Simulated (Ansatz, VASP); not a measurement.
# BAs in VASP and in Ansatz

```
CELL_PARAMETERS angstrom
0.00000 2.38850 2.38850
2.38850 0.00000 2.38850
2.38850 2.38850 0.00000
ATOMIC_POSITIONS crystal
B 0.00000 0.00000 0.00000
As 0.75000 0.75000 0.75000
```

Alike in both runs: task relaxation of cell and atoms; functional PBE; dispersion D3(BJ); k mesh 10 × 10 × 10; occupations gaussian, width 0.02 eV; no spin polarisation.

```csv
,VASP,Ansatz
version,VASP 6.6.1,Ansatz 0.2.0
potentials or method,"VASP PAW PBE potentials, release 64 (B, As), cutoff 500 eV","scalar-relativistic, plane waves, PAW"
valence electrons in the cell,8,18
```

|  | VASP | Ansatz | Ansatz less VASP |
| --- | --- | --- | --- |
| gap on the k mesh at the Fermi level, each at its own relaxed structure (eV) | 1.17 | 1.18 | +0.004 |
| relaxed volume (Å³/atom) | 13.58 | 13.52 | -0.065 |
| relaxed length of the cell vector where the two differ most in proportion (Å) | 3.374 | 3.369 | -0.0054 |

VASP's potentials hold 8 valence electrons a cell and Ansatz's 18, so a difference there can come from the potentials and not from the codes.
